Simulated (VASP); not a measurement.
# CdTe (F-43m) in VASP: further runs

CdTe is run at these levels: LDA; tasks: single point.

Everything below comes from runs of VASP 6.6.1. Logs are shortened: lines on timing, memory, paths and dates and some standing lists are left out, and cuts for length are marked.

## Step 1: The cell of the first run

It takes space group F-43m (No. 216, cubic). Conventional cell: a = 6.409 Å, b = 6.409 Å, c = 6.409 Å, α = 90.00°, β = 90.00°, γ = 90.00°. Within 3.7 Å of Cd (site symmetry -43m) lie 4 Te at 2.78 Å. Te (site symmetry -43m) has 4 Cd at 2.78 Å within 3.7 Å.

## Step 2: Single point, LDA

INCAR

```
SYSTEM = CdTe
PREC = Accurate
ENCUT = 500
EDIFF = 1E-6
ISMEAR = 0
SIGMA = 0.02
LREAL = .FALSE.
LASPH = .TRUE.
NELM = 120
ALGO = Normal
ISIF = 2
LWAVE = .FALSE.
LCHARG = .FALSE.
NBANDS = 16
GGA_COMPAT = .FALSE.
```

KPOINTS

```
regular mesh
0
G
  8 8 8
  0 0 0
```

POSCAR

```
CdTe
1.0
    0.0000000000      3.2046335007      3.2046335007
    3.2046335007      0.0000000000      3.2046335007
    3.2046335007      3.2046335007      0.0000000000
Cd Te
1 1
Direct
    0.0000000000      0.0000000000      0.0000000000
    0.2500000000      0.2500000000      0.2500000000
```

Potentials or basis: VASP PAW LDA potentials, release 64 (Cd, Te).

Run with:

```bash
cat potpaw_LDA.64/Cd/POTCAR potpaw_LDA.64/Te/POTCAR > POTCAR
mpirun -np 1 vasp_std > vasp.out
```

OUTCAR:

```text
SYSTEM = CdTe
   PREC = Accurate
   ENCUT = 500
   EDIFF = 1E-6
   ISMEAR = 0
   LREAL = .FALSE.
   LASPH = .TRUE.
   NELM = 120
   ISIF = 2

 ion  position               nearest neighbor table
   1  0.000  0.000  0.000-   2 2.78   2 2.78   2 2.78   2 2.78
   2  0.250  0.250  0.250-   1 2.78   1 2.78   1 2.78   1 2.78

  LATTYP: Found a face centered cubic cell.
 ALAT       =     6.4092670014

  Lattice vectors:

 A1 = (   0.0000000000,   3.2046335007,   3.2046335007)
 A2 = (   3.2046335007,   0.0000000000,   3.2046335007)
 A3 = (   3.2046335007,   3.2046335007,   0.0000000000)

Analysis of symmetry for initial positions (statically):
=====================================================================
 Subroutine PRICEL returns:
 Original cell was already a primitive cell.

 Routine SETGRP: Setting up the symmetry group for a
 face centered cubic supercell.

 Subroutine GETGRP returns: Found 24 space group operations
 (whereof 24 operations were pure point group operations)
 out of a pool of 48 trial point group operations.

The static configuration has the point symmetry T_d .

Analysis of symmetry for dynamics (positions and initial velocities):
=====================================================================
 Subroutine PRICEL returns:
 Original cell was already a primitive cell.

 Routine SETGRP: Setting up the symmetry group for a
 face centered cubic supercell.

 Subroutine GETGRP returns: Found 24 space group operations
 (whereof 24 operations were pure point group operations)
 out of a pool of 48 trial point group operations.

The dynamic configuration has the point symmetry T_d .

 Subroutine INISYM returns: Found 24 space group operations
 (whereof 24 operations are pure point group operations),
 and found     1 'primitive' translations

----------------------------------------------------------------------------------------

                                     Primitive cell

  volume of cell :      65.8211

  direct lattice vectors                    reciprocal lattice vectors
     0.000000000  3.204633501  3.204633501    -0.156024082  0.156024082  0.156024082
     3.204633501  0.000000000  3.204633501     0.156024082 -0.156024082  0.156024082
     3.204633501  3.204633501  0.000000000     0.156024082  0.156024082 -0.156024082

  length of vectors
     4.532036159  4.532036159  4.532036159     0.270241637  0.270241637  0.270241637

  position of ions in fractional coordinates (direct lattice)
     0.000000000  0.000000000  0.000000000
     0.250000000  0.250000000  0.250000000

  ion indices of the primitive-cell ions
   primitive index   ion index
                 1           1
                 2           2

----------------------------------------------------------------------------------------

 KPOINTS: regular mesh

Automatic generation of k-mesh.
 Grid dimensions read from file:
 generate k-points for:    8    8    8

 Generating k-lattice:

  Cartesian coordinates                     Fractional coordinates (reciprocal lattice)
    -0.019503010  0.019503010  0.019503010     0.125000000  0.000000000  0.000000000
     0.019503010 -0.019503010  0.019503010     0.000000000  0.125000000  0.000000000
     0.019503010  0.019503010 -0.019503010     0.000000000  0.000000000  0.125000000

  Length of vectors
     0.033780205  0.033780205  0.033780205

  Shift w.r.t. Gamma in fractional coordinates (k-lattice)
     0.000000000  0.000000000  0.000000000

 Subroutine IBZKPT returns following result:
 ===========================================

 Found     29 irreducible k-points:

 Following reciprocal coordinates:
            Coordinates               Weight
  0.000000  0.000000  0.000000      1.000000
  0.125000  0.000000  0.000000      8.000000
  0.250000  0.000000  0.000000      8.000000
  0.375000  0.000000  0.000000      8.000000
  0.500000  0.000000  0.000000      4.000000
  0.125000  0.125000  0.000000      6.000000
[... 16 lines left out ...]
  0.500000  0.250000  0.125000     48.000000
 -0.375000  0.250000  0.125000     24.000000
 [... further k-points ...]
   k-points           NKPTS =     29   k-points in BZ     NKDIM =     29   number of bands    NBANDS=     16
   number of dos      NEDOS =    301   number of ions     NIONS =      2
   total plane-waves  NPLWV =  46656
   dimension x,y,z NGX =    36 NGY =   36 NGZ =   36
   dimension x,y,z NGXF=    72 NGYF=   72 NGZF=   72
   ions per type =               1   1
   NGX,Y,Z   is equivalent  to a cutoff of  13.21, 13.21, 13.21 a.u.
   NGXF,Y,Z  is equivalent  to a cutoff of  26.41, 26.41, 26.41 a.u.
 SYSTEM =  CdTe
   PREC   = accura    normal or accurate (medium, high low for compatibility)
   ISTART =      0    job   : 0-new  1-cont  2-samecut
   ICHARG =      2    charge: 1-file 2-atom 10-const
   ISPIN  =      1    spin polarized calculation?
   LNONCOLLINEAR =      F non collinear calculations
   LSORBIT =      F    spin-orbit coupling
   LASPH  =      T    aspherical Exc in radial PAW
   ENCUT  =  500.0 eV  36.75 Ry    6.06 a.u.   8.26  8.26  8.26*2*pi/ulx,y,z
   NELM   =    120;   NELMIN=  2; NELMDL= -5     # of ELM steps
   EDIFF  = 0.1E-05   stopping-criterion for ELM
   LREAL  =      F    real-space projection
   EDIFFG = 0.1E-04   stopping-criterion for IOM
   NSW    =      0    number of steps for IOM
   IBRION =     -1    ionic relax: 0-MD 1-quasi-New 2-CG
   NFREE  =      0    steps in history (QN), initial steepest desc. (CG)
   ISIF   =      2    stress and relaxation
   ISYM   =      2    0-nonsym 1-usesym 2-fastsym
   POTIM  = 0.5000    time-step for ionic-motion
   TEBEG  =    0.0;   TEEND  =   0.0 temperature during run
   PSTRESS=    0.0 pullay stress
   NELECT =      18.0000    total number of electrons
   NUPDOWN=      -1.0000    fix difference up-down
   EMIN   =  10.00;   EMAX   =-10.00  energy-range for DOS
   EFERMI =   0.00;   METHOD = LEGACY
   ISMEAR =     0;   SIGMA  =   0.02  broadening in eV -4-tet -1-fermi 0-gaus
   EFERMI_NEDOS =   21; number of points for ismear=-14 and -15
   IALGO  =     38    algorithm
   IMIX   =      4    mixing-type and parameters
     AMIX     =   0.40;   BMIX     =  1.00
     AMIX_MAG =   1.60;   BMIX_MAG =  1.00
  volume/ion in A,a.u.               =      32.91       222.09
  Fermi-wavevector in a.u.,A,eV,Ry     =   1.062618  2.008057 15.363123  1.129158
  Thomas-Fermi vector in A             =   2.198075
   LORBIT       =      0    0 simple, 1 ext, 2 COOP (PROOUT), +10 PAW based schemes
   GGA     = CA    functional components
   LHFCALC =     F    Hartree Fock is set to
   AEXX    =    0.0000 exact exchange contribution
   IVDW    =     0    specifies the selected vdW correction
   LEPSILON=     F    determine dielectric tensor
   LRPA    =     F    only Hartree local field effects (RPA)
 non-spin polarized calculation
 Gauss-broadening in eV      SIGMA  =   0.02
  energy-cutoff  :      500.00
  volume of cell :       65.82
 maximum number of plane-waves:      1700
 NGX is ok and might be reduce to    36
   NGX = 17   NGY = 17   NGZ = 17

 number of electron      17.9999995 magnetization

 Free energy of the ion-electron system (eV)
  ---------------------------------------------------
  ext. energy  EPLUGINS =         0.00000000
  ---------------------------------------------------
  free energy    TOTEN  =        -6.05086128 eV

  energy without entropy =       -6.05086128  energy(sigma->0) =       -6.05086128

 E-fermi :   2.6025     XC(G=0):  -9.0913

 val. band max:        2.4693119858   @ k =   0.0000   0.0000   0.0000
 cond. band min:       3.1237516718   @ k =   0.0000   0.0000   0.0000
 fundamental gap:      0.6544396860
 Fermi energy:         2.6025237640

 k-point     1 :       0.0000    0.0000    0.0000
  band No.  band energies     occupation
      1      -8.9682      2.00000
      2      -5.9438      2.00000
      3      -5.9438      2.00000
      4      -5.9438      2.00000
      5      -5.6540      2.00000
      6      -5.6540      2.00000
[... 8 lines left out ...]
     15      11.8634      0.00000
     16      11.8634      0.00000

 k-point     2 :       0.1250    0.0000    0.0000
  band No.  band energies     occupation
      1      -8.9044      2.00000
      2      -5.9314      2.00000
      3      -5.9314      2.00000
      4      -5.8979      2.00000
      5      -5.6552      2.00000
      6      -5.6552      2.00000
[... 8 lines left out ...]
     15      11.0703      0.00000
     16      11.0703      0.00000

 k-point     3 :       0.2500    0.0000    0.0000
  band No.  band energies     occupation
      1      -8.7490      2.00000
      2      -5.9041      2.00000
      3      -5.9041      2.00000
      4      -5.7391      2.00000
      5      -5.6549      2.00000
      6      -5.6549      2.00000
[... 8 lines left out ...]
     15      10.8609      0.00000
     16      10.8609      0.00000

 k-point     4 :       0.3750    0.0000    0.0000
  band No.  band energies     occupation
      1      -8.5943      2.00000
      2      -5.8814      2.00000
      3      -5.8813      2.00000
      4      -5.6490      2.00000
      5      -5.6490      2.00000
      6      -5.4636      2.00000
[... 8 lines left out ...]
     15      11.6860      0.00000
     16      11.6860      0.00000
[... 324 lines left out ...]
 k-point    22 :       0.3750    0.2500    0.1250
  band No.  band energies     occupation
      1      -8.6351      2.00000
      2      -5.8733      2.00000
      3      -5.8601      2.00000
      4      -5.7148      2.00000
      5      -5.6445      2.00000
      6      -5.5756      2.00000
[... 8 lines left out ...]
     15      12.2414      0.00000
     16      12.8263      0.00000

 k-point    23 :       0.5000    0.2500    0.1250
  band No.  band energies     occupation
      1      -8.5142      2.00000
      2      -5.8518      2.00000
      3      -5.8403      2.00000
      4      -5.6875      2.00000
      5      -5.6439      2.00000
      6      -5.3343      2.00000
[... 8 lines left out ...]
     15      12.3922      0.00000
     16      13.1000      0.00000

 k-point    24 :      -0.3750    0.2500    0.1250
  band No.  band energies     occupation
      1      -8.4654      2.00000
      2      -5.8466      2.00000
      3      -5.8319      2.00000
      4      -5.6731      2.00000
      5      -5.6489      2.00000
      6      -5.1781      2.00000
[... 8 lines left out ...]
     15      12.4829      0.00000
     16      13.0594      0.00000

 [... further k-points ...]

------------------------ aborting loop because EDIFF is reached ----------------------------------------

  FORCE on cell =-STRESS in cart. coord.  units (eV):
  Direction    XX          YY          ZZ          XY          YZ          ZX
  --------------------------------------------------------------------------------------
  -------------------------------------------------------------------------------------
  Total        0.1051350      0.1051350      0.1051350      0.0000000      0.0000000      0.0000000
  in kB        2.5591332      2.5591332      2.5591332      0.0000000      0.0000000      0.0000000
  external PRESSURE =       2.5591332 kB  Pullay stress =       0.0000000 kB

 VOLUME and BASIS-vectors are now :
 -----------------------------------------------------------------------------
  energy-cutoff  :      500.00
  volume of cell :       65.82
      direct lattice vectors                 reciprocal lattice vectors
     0.000000000  3.204633501  3.204633501    -0.156024082  0.156024082  0.156024082
     3.204633501  0.000000000  3.204633501     0.156024082 -0.156024082  0.156024082
     3.204633501  3.204633501  0.000000000     0.156024082  0.156024082 -0.156024082

 POSITION                                       TOTAL-FORCE (eV/Angst)
 -----------------------------------------------------------------------------------
      0.00000      0.00000      0.00000         0.000000      0.000000      0.000000
      1.60232      1.60232      1.60232        -0.000000     -0.000000     -0.000000
 -----------------------------------------------------------------------------------
    total drift:                                0.000000      0.000000      0.000000

  FREE ENERGIE OF THE ION-ELECTRON SYSTEM (eV)
  ---------------------------------------------------
  free  energy   TOTEN  =        -6.0508612788 eV

  energy  without entropy=       -6.0508612788  energy(sigma->0) =       -6.05086128
```

Run time: 10 s. Hardware: 1 thread of Intel Xeon 6975P-C (Granite Rapids), shared host; peak memory 0.18 GiB.

What came out:

```
Free energy            : -6.0509 eV
Pressure               : 0.3 GPa
Band gap on the k mesh : 0.65 eV
```

Levels at points of the mesh, in eV from the valence-band top:
```tsv
k point	band 7	band 8	band 9	band 10	band 11	band 12
(0.00, 0.00, 0.00)	0.00	0.00	0.00	0.65	4.48	4.48
(0.50, 0.00, 0.00)	-4.69	-0.84	-0.84	1.69	5.08	5.08
(0.50, 0.50, 0.00)	-4.54	-2.01	-2.01	2.37	2.54	8.82
```

Caveat: spin-orbit coupling is left out, which moves the levels of the heavy elements.

## Step 3: Single point, LDA

INCAR

```
SYSTEM = CdTe
ALGO = Normal
EDIFF = 1E-6
ENCUT = 500
GGA_COMPAT = .FALSE.
ISIF = 2
ISMEAR = 0
LASPH = .TRUE.
LCHARG = .FALSE.
LREAL = .FALSE.
LWAVE = .FALSE.
NBANDS = 16
NELM = 120
PREC = Accurate
SIGMA = 0.02
```

KPOINTS

```
k-points
0
G
  10 10 10
  0 0 0
```

POSCAR is that of step 2.

Potentials or basis: VASP PAW LDA potentials, release 64 (Cd, Te).

Run with:

```bash
cat potpaw_LDA.64/Cd/POTCAR potpaw_LDA.64/Te/POTCAR > POTCAR
mpirun -np 1 vasp_std > vasp.out
```

Wall time 16 s (1 thread of Intel Xeon 6975P-C (Granite Rapids), shared host); peak memory 0.2 GiB.

The run converged. Its results:

```yaml
Free_energy: -6.0519 eV
Pressure: 0.3 GPa
Band_gap_on_the_k_mesh: 0.66 eV
```

Levels at points of the mesh, in eV from the valence-band top:
```tsv
k point	band 6	band 7	band 8	band 9	band 10	band 11	band 12	band 13
(0.00, 0.00, 0.00)	-8.12	0.00	0.00	0.00	0.65	4.48	4.48	4.48
(0.50, 0.00, 0.00)	-7.75	-4.69	-0.84	-0.84	1.69	5.08	5.08	6.88
(0.50, 0.50, 0.00)	-7.60	-4.54	-2.01	-2.01	2.37	2.54	8.82	9.15
```

Caveat: spin-orbit coupling is left out, which moves the levels of the heavy elements.
